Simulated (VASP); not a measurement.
Here is a VASP 6.6.1 calculation.

File INCAR:

```
SYSTEM = GaGe3
  PREC = Accurate
  ENCUT = 520
  EDIFF = 1E-6
  ISMEAR = -1
  SIGMA = 0.05
  LREAL = .FALSE.
  LASPH = .TRUE.
  NELM = 100
  ALGO = Normal
  ISIF = 2
  LWAVE = .FALSE.
  LCHARG = .FALSE.
  GGA = CA
  NBANDS = 36
```

File KPOINTS:

```
regular mesh
0
G
  7 7 7
  0 0 0
```

POSCAR

```
GaGe3
1.0
    0.0000000000      3.4317400984      3.4317400984
    3.4317400984      0.0000000000      3.4317400984
    3.4317400984      3.4317400984      0.0000000000
Ge Ga
3 1
Direct
    0.5000000000      0.5000000000      0.5000000000
    0.7500000000      0.7500000000      0.7500000000
    0.2500000000      0.2500000000      0.2500000000
    0.0000000000      0.0000000000      0.0000000000
```

Potentials or basis: VASP PAW LDA potentials, release 64 (Ge_d, Ga_d).

Run with:

```console
$ cat potpaw_LDA.64/Ge_d/POTCAR potpaw_LDA.64/Ga_d/POTCAR > POTCAR
$ mpirun -np 1 vasp_std > vasp.out
```

Task: Estimate the pressure.

Result: -7.0 GPa.
